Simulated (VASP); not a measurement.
Set up this calculation in VASP 6.6.1, as the native input.

* Task: single point
* Functional: PBE
* Potentials or basis: VASP PAW PBE potentials, release 64 (Hf_pv)
* Cutoff: 520 eV
* k mesh: 14 × 14 × 14
* Occupations: fermi-dirac, width 0.05 eV
* Spin: no spin polarisation
* Dipole correction: no
* Further INCAR settings: ALGO = Normal; EDIFF = 1e-06; NBANDS = 11

The structure of Hf lies in POSCAR:

```
Hf
1.0
   -1.7869500000      1.8050000000      1.8050000000
    1.8050000000     -1.7869500000      1.8050000000
    1.8050000000      1.8050000000     -1.7869500000
Hf
1
Direct
    0.0000000000      0.0000000000      0.0000000000
```

This isn't the form of Hf at room conditions, which is hcp.

This cell differs from its parent crystal: equal xy, yz and zx shear strains of +1 %.

These files were run (other wordings do the same):

INCAR

```
  PREC = Accurate
  ENCUT = 520
  EDIFF = 1E-6
  ISMEAR = -1
  SIGMA = 0.05
  LREAL = F
  LASPH = T
  NELM = 60
  ALGO = Normal
  ISIF = 2
  LWAVE = F
  LCHARG = F
  GGA = PE
  NBANDS = 11
```

KPOINTS

```
regular mesh
0
Gamma
  14 14 14
```

Potentials or basis: VASP PAW PBE potentials, release 64 (Hf_pv).

Run with:

```bash
$ cat potpaw_PBE.64/Hf_pv/POTCAR > POTCAR
$ mpirun -np 1 vasp_std > vasp.out
```

Results of the run:

* Pressure: -5.3 GPa
* Band gap on the k mesh: zero (bands 5 and 6 overlap by 2.13 eV)

Caveat: the cell differs from its parent crystal (equal xy, yz and zx shear strains of +1 %); the cell stands under tension; spin-orbit coupling is left out, which moves the levels of the heavy elements.

Run time: 63 s on 1 thread of Intel Xeon 8259CL, with other jobs on the host, peak memory 0.2 GiB.
